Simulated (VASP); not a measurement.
# Ta: single point with PBEsol

The system is Ta.

```
Ta
1.0
     2.84116    0.00000    0.00000
    -1.42059    2.46052    0.00000
     0.00000    0.00000    5.06081
Ta
2
Direct
  0.66667 0.33333 0.75000
  0.33333 0.66667 0.25000
```

```
Program             : VASP 6.6.1
Task                : single point
Functional          : PBEsol
Potentials or basis : VASP PAW PBE potentials, release 64 (Ta_pv)
Cutoff              : 520 eV
k mesh              : 11 × 11 × 6
Occupations         : methfessel-paxton, width 0.1 eV
Spin                : no spin polarisation
```

* Pressure: 5.3 GPa
* Band gap on the k mesh: zero (band 11 reaches 7.52 eV, above the bottom of band 12 at 5.09 eV)

Stress tensor (GPa, compression positive):
```
5.56 0.00 0.00
0.00 5.56 0.00
0.00 0.00 4.83
```

Levels at points of the mesh, in eV from the Fermi level:
```
           k point  band 9  band 10  band 11  band 12  band 13  band 14
(0.00, 0.00, 0.00)   -0.64     0.09     0.61     0.61     1.23     1.23
(0.00, 0.00, 0.50)   -1.24    -1.24     0.66     0.66     0.66     0.66
```

Wall time 37 s on 1 thread of AMD EPYC 7R43 64-Core Processor (Zen 3) (shared host), peak memory 0.14 GiB.

Caveat: the PAW data sets were made with another functional, which shifts forces and pressure a little; spin-orbit coupling is left out, which moves the levels of the heavy elements.
